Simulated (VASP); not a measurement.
# LiCl (F-43m) in VASP: notebook, part 2 of 2

VASP 6.6.1. Earlier steps stand in the parts before.

### Step 4. Single point, PBE-based screened hybrid with 50 % exact exchange

File POSCAR:

```
LiCl
1.0
    0.0000000000      2.7330425439      2.7330425439
    2.7330425439      0.0000000000      2.7330425439
    2.7330425439      2.7330425439      0.0000000000
Li Cl
1 1
Direct
    0.0000000000      0.0000000000      0.0000000000
    0.2500000000      0.2500000000      0.2500000000
```

File INCAR.step1:

```
PREC     = Accurate       # precision mode
ENCUT    = 520            # plane-wave cutoff, eV
EDIFF    = 1E-5           # SCF threshold, eV
ISMEAR   = 0              # smearing method
SIGMA    = 0.01           # smearing width, eV
LREAL    = False          # projectors in reciprocal space
LASPH    = True           # aspherical terms in the spheres
NELM     = 100            # most SCF steps
ALGO     = Normal         # electronic algorithm
ISIF     = 2              # what is computed and relaxed
LWAVE    = True           # write WAVECAR
LCHARG   = False          # write CHGCAR
NBANDS   = 12             # bands
GGA      = PE             # functional
```

File INCAR.step2:

```
PREC     = Accurate       # precision mode
ENCUT    = 520            # plane-wave cutoff, eV
EDIFF    = 1E-7           # SCF threshold, eV
ISMEAR   = 0              # smearing method
SIGMA    = 0.01           # smearing width, eV
LREAL    = False          # projectors in reciprocal space
LASPH    = True           # aspherical terms in the spheres
NELM     = 100            # most SCF steps
ALGO     = Normal         # electronic algorithm
ISIF     = 2              # what is computed and relaxed
LWAVE    = False          # write WAVECAR
LCHARG   = False          # write CHGCAR
GGA      = PE             # functional
LHFCALC  = True           # exact exchange
AEXX     = 0.5            # exact-exchange fraction
HFSCREEN = 0.2078         # screening, 1/A
PRECFOCK = Normal       
NBANDS   = 12             # bands
ISTART   = 1
```

File KPOINTS:

```
regular mesh
0
Gamma
  4 4 4
```

Potentials or basis: VASP PAW PBE potentials, release 64 (Li_sv, Cl).

On the command line:

```bash
$ cat potpaw_PBE.64/Li_sv/POTCAR potpaw_PBE.64/Cl/POTCAR > POTCAR
$ cp INCAR.step1 INCAR
$ mpirun -np 1 vasp_std > vasp.out
$ cp INCAR.step2 INCAR
$ mpirun -np 1 vasp_std > vasp.out
```

OUTCAR:

```text
PREC = Accurate
   ENCUT = 520
   EDIFF = 1E-7
   ISMEAR = 0
   LREAL = False
   LASPH = True
   NELM = 100
   ISIF = 2
   GGA = PE
   LHFCALC = True
   AEXX = 0.5
   HFSCREEN = 0.2078
   PRECFOCK = Normal
   ISTART = 1

 ion  position               nearest neighbor table
   1  0.000  0.000  0.000-   2 2.37   2 2.37   2 2.37   2 2.37
   2  0.250  0.250  0.250-   1 2.37   1 2.37   1 2.37   1 2.37

  LATTYP: Found a face centered cubic cell.
 ALAT       =     5.4660850878

  Lattice vectors:

 A1 = (   0.0000000000,   2.7330425439,   2.7330425439)
 A2 = (   2.7330425439,   0.0000000000,   2.7330425439)
 A3 = (   2.7330425439,   2.7330425439,   0.0000000000)

Analysis of symmetry for initial positions (statically):
=====================================================================
 Subroutine PRICEL returns:
 Original cell was already a primitive cell.

 Routine SETGRP: Setting up the symmetry group for a
 face centered cubic supercell.

 Subroutine GETGRP returns: Found 24 space group operations
 (whereof 24 operations were pure point group operations)
 out of a pool of 48 trial point group operations.

The static configuration has the point symmetry T_d .

Analysis of symmetry for dynamics (positions and initial velocities):
=====================================================================
 Subroutine PRICEL returns:
 Original cell was already a primitive cell.

 Routine SETGRP: Setting up the symmetry group for a
 face centered cubic supercell.

 Subroutine GETGRP returns: Found 24 space group operations
 (whereof 24 operations were pure point group operations)
 out of a pool of 48 trial point group operations.

The dynamic configuration has the point symmetry T_d .

 Subroutine INISYM returns: Found 24 space group operations
 (whereof 24 operations are pure point group operations),
 and found     1 'primitive' translations

[... 112 lines left out ...]
   ENCUTFOCK=  -1.0 apply spherical cutoff to Coloumb kernel
   IVDW    =     0    specifies the selected vdW correction
   LEPSILON=     F    determine dielectric tensor
   LRPA    =     F    only Hartree local field effects (RPA)
 non-spin polarized calculation
 Gauss-broadening in eV      SIGMA  =   0.01
  energy-cutoff  :      520.00
  volume of cell :       40.83
 maximum number of plane-waves:      1124
 NGX is ok and might be reduce to    30
  NGX = 24; NGY = 24; NGZ = 24

 number of electron      10.0000001 magnetization

 Free energy of the ion-electron system (eV)
  ---------------------------------------------------
  ext. energy  EPLUGINS =         0.00000000
  ---------------------------------------------------
  free energy    TOTEN  =        -9.59059936 eV

  energy without entropy =       -9.59059936  energy(sigma->0) =       -9.59059936

 E-fermi :  -3.0738     XC(G=0):  -5.2113

 val. band max:       -3.1600322894   @ k =   0.0000   0.0000   0.0000
 cond. band min:       5.5793670861   @ k =   0.0000   0.0000   0.0000
 fundamental gap:      8.7393993755
 Fermi energy:        -3.0738201086

 k-point     1 :       0.0000    0.0000    0.0000
  band No.  band energies     occupation
      1     -51.4020      2.00000
      2     -18.2804      2.00000
      3      -3.1600      2.00000
      4      -3.1600      2.00000
      5      -3.1600      2.00000
      6       5.5794      0.00000
      7      10.1309      0.00000
      8      10.1309      0.00000
      9      10.1309      0.00000
     10      14.7785      0.00000
     11      14.7785      0.00000
     12      17.6551      0.00000
[... 91 lines left out ...]
 k-point     8 :      -0.2500    0.5000    0.2500
  band No.  band energies     occupation
      1     -51.3994      2.00000
      2     -17.8069      2.00000
      3      -4.7522      2.00000
      4      -4.4752      2.00000
      5      -4.2422      2.00000
      6       7.6891      0.00000
      7      10.5330      0.00000
      8      10.8069      0.00000
      9      12.0754      0.00000
     10      14.5042      0.00000
     11      16.9421      0.00000
     12      17.3168      0.00000

------------------------ aborting loop because EDIFF is reached ----------------------------------------

  FORCE on cell =-STRESS in cart. coord.  units (eV):
  Direction    XX          YY          ZZ          XY          YZ          ZX
  --------------------------------------------------------------------------------------
  -------------------------------------------------------------------------------------
  Total       -0.0846189     -0.0846189     -0.0846189      0.0000000      0.0000000      0.0000000
  in kB       -3.3205405     -3.3205405     -3.3205405      0.0000000      0.0000000      0.0000000
  external PRESSURE =      -3.3205405 kB  Pullay stress =       0.0000000 kB

 VOLUME and BASIS-vectors are now :
 -----------------------------------------------------------------------------
  energy-cutoff  :      520.00
  volume of cell :       40.83
      direct lattice vectors                 reciprocal lattice vectors
     0.000000000  2.733042544  2.733042544    -0.182946292  0.182946292  0.182946292
     2.733042544  0.000000000  2.733042544     0.182946292 -0.182946292  0.182946292
     2.733042544  2.733042544  0.000000000     0.182946292  0.182946292 -0.182946292

 POSITION                                       TOTAL-FORCE (eV/Angst)
 -----------------------------------------------------------------------------------
      0.00000      0.00000      0.00000         0.000000     -0.000000     -0.000000
      1.36652      1.36652      1.36652        -0.000000      0.000000      0.000000
 -----------------------------------------------------------------------------------
    total drift:                                0.000006     -0.000001      0.000003

  FREE ENERGIE OF THE ION-ELECTRON SYSTEM (eV)
  ---------------------------------------------------
  free  energy   TOTEN  =        -9.5905993641 eV

  energy  without entropy=       -9.5905993641  energy(sigma->0) =       -9.59059936
```

OSZICAR.step1:

```text
N       E                     dE             d eps       ncg     rms          rms(c)
DAV:   1     0.423101477960E+02    0.42310E+02   -0.41684E+03   192   0.764E+02
DAV:   2    -0.471338063822E+01   -0.47024E+02   -0.45650E+02   240   0.142E+02
DAV:   3    -0.743637431259E+01   -0.27230E+01   -0.27126E+01   260   0.363E+01
DAV:   4    -0.753633430315E+01   -0.99960E-01   -0.99934E-01   280   0.691E+00
DAV:   5    -0.753702161968E+01   -0.68732E-03   -0.68731E-03   268   0.605E-01    0.232E+00
DAV:   6    -0.740906625776E+01    0.12796E+00   -0.28719E-01   220   0.227E+00    0.172E+00
DAV:   7    -0.741183321108E+01   -0.27670E-02   -0.79205E-02   224   0.133E+00    0.101E+00
DAV:   8    -0.742318203514E+01   -0.11349E-01   -0.13668E-02   216   0.721E-01    0.179E-01
DAV:   9    -0.742330589951E+01   -0.12386E-03   -0.22801E-04   280   0.106E-01    0.952E-02
DAV:  10    -0.742371139665E+01   -0.40550E-03   -0.62452E-04   224   0.136E-01    0.466E-02
DAV:  11    -0.742370925525E+01    0.21414E-05   -0.14575E-05   280   0.233E-02
   1 F= -.74237093E+01 E0= -.74237093E+01  d E =-.473675E-42
```

Run time: 52 s. Hardware: 1 thread of Intel Xeon 6975P-C (Granite Rapids), shared host; peak memory 0.26 GiB.

Results:

* Free energy: -9.5906 eV
* Band gap on the k mesh: 8.74 eV

Caveat: the k points lie up to 0.50 Å⁻¹ apart; the cutoff is under 1.25 times the usual one of these potentials, so pressure, stress and relaxed cells hold a basis-set (Pulay) error; the structure was generated, so it needn't be the stable form of LiCl; the PAW data sets were made with another functional, which shifts forces and pressure a little.

### Step 5. Single point, PBE-based screened hybrid with 20 % exact exchange

POSCAR is that of step 4.

File INCAR.step1:

```
SYSTEM = LiCl
ALGO = Normal
EDIFF = 1E-5
ENCUT = 520
GGA = PE
ISIF = 2
ISMEAR = 0
LASPH = .True.
LREAL = .False.
LWAVE = .True.
NBANDS = 12
NELM = 60
PREC = Accurate
SIGMA = 0.01
```

File INCAR.step2:

```
SYSTEM = LiCl
AEXX = 0.2
ALGO = Normal
EDIFF = 1E-7
ENCUT = 520
GGA = PE
HFSCREEN = 0.3
ISIF = 2
ISMEAR = 0
ISTART = 1
LASPH = .True.
LCHARG = .True.
LELF = .True.
LHFCALC = .True.
LREAL = .False.
LVHAR = .True.
LWAVE = .False.
NBANDS = 12
NELM = 60
PREC = Accurate
PRECFOCK = Normal
SIGMA = 0.01
```

File KPOINTS:

```
k-points
0
Gamma
  4 4 4
  0 0 0
```

On the command line:

```bash
$ cat potpaw_PBE.64/Li_sv/POTCAR potpaw_PBE.64/Cl/POTCAR > POTCAR
$ cp INCAR.step1 INCAR
$ mpirun -np 1 vasp_std > vasp.out
$ cp INCAR.step2 INCAR
$ mpirun -np 1 vasp_std > vasp.out
```

Run time: 62 s. Hardware: 1 thread of Intel Xeon 6975P-C (Granite Rapids), shared host; peak memory 0.26 GiB.

The run converged. Its results:

```
Free energy            : -8.1360 eV
Band gap on the k mesh : 6.92 eV
```

Levels at points of the mesh, in eV from the valence-band top:
| k point | band 2 | band 3 | band 4 | band 5 | band 6 | band 7 | band 8 | band 9 |
| --- | --- | --- | --- | --- | --- | --- | --- | --- |
| (0.00, 0.00, 0.00) | -13.66 | 0.00 | 0.00 | 0.00 | 6.92 | 11.19 | 11.19 | 11.19 |
| (0.50, 0.00, 0.00) | -13.34 | -2.12 | -0.31 | -0.31 | 9.31 | 11.34 | 11.34 | 11.73 |
| (0.50, 0.50, 0.00) | -13.24 | -1.73 | -0.88 | -0.88 | 7.49 | 10.59 | 14.64 | 15.10 |

Caveat: the k points lie up to 0.50 Å⁻¹ apart; the cutoff is under 1.25 times the usual one of these potentials, so pressure, stress and relaxed cells hold a basis-set (Pulay) error; the structure was generated, so it needn't be the stable form of LiCl; the PAW data sets were made with another functional, which shifts forces and pressure a little.

### Step 6. The runs side by side

```tsv
level	k mesh	share of exact exchange	screening parameter	gap on the mesh (eV)
HSE06	2 × 2 × 2	0.25	0.2079 1/Å	7.45
PBE-based screened hybrid with 40 % exact exchange	4 × 4 × 4	0.4	0.2078 1/Å	8.20
PBE-based screened hybrid with 50 % exact exchange	4 × 4 × 4	0.5	0.2078 1/Å	8.74
PBE-based screened hybrid with 20 % exact exchange	4 × 4 × 4	0.2	0.3 1/Å	6.92
```

Alike in all rows: task single point; potentials or basis VASP PAW PBE potentials, release 64 (Li_sv, Cl); no spin polarisation; cell as given; cutoff (eV) 520; smearing gaussian 0.01 eV.

Caveats: all runs use coarse meshes; the cutoff is under 1.25 times the usual one of these potentials, so pressure, stress and relaxed cells hold a basis-set (Pulay) error; the structure was generated, so it needn't be the stable form of LiCl; the PAW data sets were made with another functional, which shifts forces and pressure a little.

Absolute energies hang on the potentials; compare differences alone.
